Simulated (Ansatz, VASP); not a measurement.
TaN: VASP beside Ansatz

INCAR

```
SYSTEM = TaN
PREC = Accurate
ENCUT = 520
EDIFF = 1E-6
ISMEAR = 0
SIGMA = 0.15
LREAL = .False.
LASPH = .True.
NELM = 60
ALGO = Normal
ISIF = 2
LWAVE = .False.
LCHARG = .False.
GGA = PS
NBANDS = 24
```

File KPOINTS:

```
Automatic mesh
0
Gamma
  18 18 10
  0 0 0
```

POSCAR

```
TaN
1.0
    3.0042510742      0.0000000000      0.0000000000
   -1.5021255371      2.6017577496      0.0000000000
    0.0000000000      0.0000000000      5.0882000000
Ta N
2 2
Direct
    0.3333333333      0.6666666667      0.0000000000
    0.6666666667      0.3333333333      0.5000000000
    0.3333333333      0.6666666667      0.3850000000
    0.6666666667      0.3333333333      0.8850000000
```

Input for Ansatz:

```yaml
crystal:
  lattice:
    - [3.0042510742, 0.0, 0.0]
    - [-1.5021255371, 2.6017577496, 0.0]
    - [0.0, 0.0, 5.0882]
  atoms:
    - { symbol: Ta, position: [0.3333333333, 0.6666666667, 0.0] }
    - { symbol: Ta, position: [0.6666666667, 0.3333333333, 0.5] }
    - { symbol: "N", position: [0.3333333333, 0.6666666667, 0.385] }
    - { symbol: "N", position: [0.6666666667, 0.3333333333, 0.885] }
basis:
  ecutwfc: 420
kpoints:
  mp_grid: { grid: [18, 18, 10] }
hamiltonian:
  xc: pbesol
scf:
  occupations: { method: gaussian, width: 0.15 }
output:
  forces: true
  stress: true
  eigenvalues: true
```

Change from the starting cell: strain -0.015 along x and y, +0.030 along z, atoms carried along.

Alike in both runs: task single point; functional PBEsol; k mesh 18 × 18 × 10; occupations gaussian, width 0.15 eV; no spin polarisation.

|  | VASP | Ansatz |
| --- | --- | --- |
| version | VASP 6.6.1 | Ansatz 0.2.0 |
| potentials or method | VASP PAW PBE potentials, release 64 (Ta_pv, N), cutoff 520 eV | scalar-relativistic, plane waves, PAW |
| valence electrons in the cell | 32 | 36 |

```csv
,VASP,Ansatz,Ansatz less VASP
gap on the k mesh at the Fermi level (eV),none,none,-
pressure (GPa),133.5,130.1,-3.42
"traceless stress, the component that is largest in VASP (GPa)",-33.11,-32.23,+0.879
rms of the force components (eV/Å),2.631,2.573,-0.0581
```

VASP's potentials were made for PBE, not for PBEsol. Atom by atom the forces differ by 0.058 eV/Å (rms over components). A gap of «none» marks a metal or a gap that the smearing closes. Both programs put the cell under a high pressure, so it lies far from rest at this level. VASP's potentials hold 32 valence electrons a cell and Ansatz's 36, so a difference there can come from the potentials and not from the codes.

Spin-orbit coupling is off throughout. Noted on VASP's run: the cell as given lies far from equilibrium.
